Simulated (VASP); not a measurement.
A run of VASP 6.6.1 is set up as follows.

Contents of INCAR:

```
SYSTEM = BP
PREC = Accurate
ENCUT = 600
EDIFF = 1E-6
ISMEAR = 0
SIGMA = 0.01
LREAL = .False.
LASPH = .True.
NELM = 80
ALGO = Normal
ISIF = 3
LWAVE = .False.
LCHARG = .False.
GGA = PE
IBRION = 2
NSW = 80
EDIFFG = -0.01
```

File KPOINTS:

```
regular mesh
0
Gamma
  8 8 8
  0 0 0
```

POSCAR

```
BP
1.0
    0.0000000000      2.2690000000      2.2690000000
    2.2690000000      0.0000000000      2.2690000000
    2.2690000000      2.2690000000      0.0000000000
B P
1 1
Direct
    0.0000000000      0.0000000000      0.0000000000
    0.2500000000      0.2500000000      0.2500000000
```

Potentials or basis: VASP PAW PBE potentials, release 64 (B, P).

Run with:

```bash
$ cat potpaw_PBE.64/B/POTCAR potpaw_PBE.64/P/POTCAR > POTCAR
$ mpirun -np 1 vasp_std > vasp.out
```

Problem. Predict the space group after relaxing (to 0.05 Å).

Solution. F-43m (No. 216).

Problem. Predict the relaxed volume.

Solution. 11.75 Å³/atom.

Step by step:
| step | energy change (eV) | largest force (eV/Å) | pressure (GPa) | volume (Å³) |
| --- | --- | --- | --- | --- |
| 1 | 0.0000 | 0.0000 | 0.91 | 23.36 |
| 2 | -0.0002 | 0.0000 | -0.64 | 23.59 |
| 3 | -0.0004 | 0.0000 | 0.01 | 23.49 |

PBE usually gives volumes a little too large and moduli too small. Zero-point motion and thermal expansion aren't in these numbers.
